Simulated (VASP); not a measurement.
Set up this calculation in VASP 6.6.1, as the native input.

```yaml
Task: single point
Functional: LDA
Potentials_or_basis: VASP PAW LDA potentials, release 64 (Si)
Cutoff: 520 eV
k_mesh: 13 × 13 × 12
Occupations: gaussian, width 0.15 eV
Spin: no spin polarisation
Dipole_correction: no
Further_INCAR_settings: ALGO = Normal; EDIFF = 1e-06; NBANDS = 8
```

The structure of Si lies in POSCAR:

```
Si
1.0
    2.5602538135      0.0000000000      0.0000000000
   -1.2801269067      2.2172446447      0.0000000000
    0.0000000000      0.0000000000      2.4042272653
Si
1
Direct
    0.0000000000      0.0000000000      0.0000000000
```

The input as run:

INCAR

```
PREC = Accurate ; ENCUT = 520
EDIFF = 1E-6 ; ISMEAR = 0
SIGMA = 0.15 ; LREAL = F
LASPH = T ; NELM = 100
ALGO = Normal ; ISIF = 2
LWAVE = F ; LCHARG = F
NBANDS = 8
```

KPOINTS

```
Automatic mesh
0
Gamma
  13 13 12
```

Potentials or basis: VASP PAW LDA potentials, release 64 (Si).

Launch:

```console
$ cat potpaw_LDA.64/Si/POTCAR > POTCAR
$ mpirun -np 1 vasp_std > vasp.out
```

It gave:

```yaml
Pressure: 8.9 GPa
Band_gap_on_the_k_mesh: zero (band 2 reaches 18.23 eV, above the bottom of band 3 at 6.47 eV)
```

Run time: 15 s on 1 thread of AMD EPYC 7R43 64-Core Processor (Zen 3), with other jobs on the host, peak memory 0.08 GiB.
